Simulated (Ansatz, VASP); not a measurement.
## Two plane-wave programs on W

```
CELL_PARAMETERS angstrom
0.00000 4.06000 4.06000
4.06000 0.00000 4.06000
4.06000 4.06000 0.00000
ATOMIC_POSITIONS crystal
W 0.99147 0.99147 0.99147
W 0.00000 0.00000 0.50000
W 0.00000 0.50000 0.00000
W 0.00000 0.50000 0.50000
W 0.50000 0.00000 0.00000
W 0.50000 0.00000 0.50000
W 0.50000 0.50000 0.00000
W 0.50000 0.50000 0.50000
```

Alike in both runs: task single point; functional PBEsol; k mesh 10 × 10 × 10; occupations gaussian, width 0.15 eV; no spin polarisation.

|  | VASP | Ansatz |
| --- | --- | --- |
| version | VASP 6.6.1 | Ansatz 0.2.0 |
| potentials or method | VASP PAW PBE potentials, release 64 (W_sv), cutoff 520 eV | scalar-relativistic, plane waves, PAW |
| valence electrons in the cell | 112 | 112 |

```tsv
	VASP	Ansatz	Ansatz less VASP
gap on the k mesh at the Fermi level (eV)	none	none	-
pressure (GPa)	-11.7	-12.2	-0.48
traceless stress, the component that is largest in VASP (GPa)	-0.41	-0.40	+0.004
rms of the force components (eV/Å)	0.372	0.368	-0.0042
```

VASP's potentials were made for PBE, not for PBEsol. Atom by atom the forces differ by 0.004 eV/Å (rms over components). A gap of «none» marks a metal or a gap that the smearing closes.

Spin-orbit coupling is off throughout.
